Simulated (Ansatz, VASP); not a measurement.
**HfB2: VASP beside Ansatz**

File INCAR:

```
ALGO = Normal ; EDIFF = 1E-7
ENCUT = 520 ; GGA = PE
GGA_COMPAT = F ; ISIF = 2
ISMEAR = -1 ; LASPH = T
LCHARG = T ; LMAXMIX = 4
LORBIT = 11 ; LORBMOM = T
LREAL = F ; LSORBIT = T
LVHAR = T ; LWAVE = F
MAGMOM = 0 0 0 0 0 0 0 0 0 ; NBANDS = 29
NELM = 150 ; PREC = Accurate
SIGMA = 0.05
```

Contents of KPOINTS:

```
k-points
0
Gamma
  7 7 6
```

File POSCAR:

```
HfB2
1.0
    3.1400000000      0.0000000000      0.0000000000
   -1.5700000000      2.7193197679      0.0000000000
    0.0000000000      0.0000000000      3.4800000000
Hf B
1 2
Direct
    0.0000000000      0.0000000000      0.0000000000
    0.6666666667      0.3333333333      0.5000000000
    0.3333333333      0.6666666667      0.5000000000
```

input.yaml

```yaml
crystal:
  lattice:
    - [3.14, 0.0, 0.0]
    - [-1.57, 2.7193197679, 0.0]
    - [0.0, 0.0, 3.48]
  atoms:
    - { symbol: Hf, position: [0.0, 0.0, 0.0] }
    - { symbol: B, position: [0.6666666667, 0.3333333333, 0.5] }
    - { symbol: B, position: [0.3333333333, 0.6666666667, 0.5] }
hamiltonian:
  xc: pbe
  pseudopotentials: { kind: paw_fr }
magnetization:
  noncollinear: true
  spin_orbit: true
kpoints:
  mp_grid: { grid: [7, 7, 6] }
  band_path:
    path:
      - [[0.0, 0.0, 0.0], [0.5, 0.0, 0.0], [0.3333333333, 0.3333333333, 0.0], [0.0, 0.0, 0.0], [0.0, 0.0, 0.5], [0.5, 0.0, 0.5], [0.3333333333, 0.3333333333, 0.5], [0.0, 0.0, 0.5]]
      - [[0.5, 0.0, 0.5], [0.5, 0.0, 0.0]]
      - [[0.3333333333, 0.3333333333, 0.0], [0.3333333333, 0.3333333333, 0.5]]
    npoints: 14
scf:
  occupations: { method: fermi_dirac, width: 0.05 }
  n_extra_bands: 7
output:
  forces: true
  stress: true
  eigenvalues: true
  fatbands: true
```

Alike in both runs: functional PBE; k mesh 7 × 7 × 6; occupations fermi-dirac, width 0.05 eV; non-collinear spin, spin-orbit coupling.

|  | VASP | Ansatz |
| --- | --- | --- |
| version | VASP 6.6.1 | Ansatz 0.2.0 |
| potentials or method | VASP PAW PBE potentials, release 64 (Hf_pv, B) | Ansatz PAW |
| plane-wave cutoff (eV) | 520 | 420 |
| valence electrons in the cell | 16 | 32 |
| task | single point | band structure |

```tsv
	VASP	Ansatz	Ansatz less VASP
pressure (GPa)	1.0	1.0	-0.04
traceless stress, the component that is largest in VASP (GPa)	-0.08	-0.50	-0.416
net moment per atom (μB)	0.00	0.00	0.000
```

VASP's potentials hold 16 valence electrons a cell and Ansatz's 32, so a difference there can come from the potentials and not from the codes.
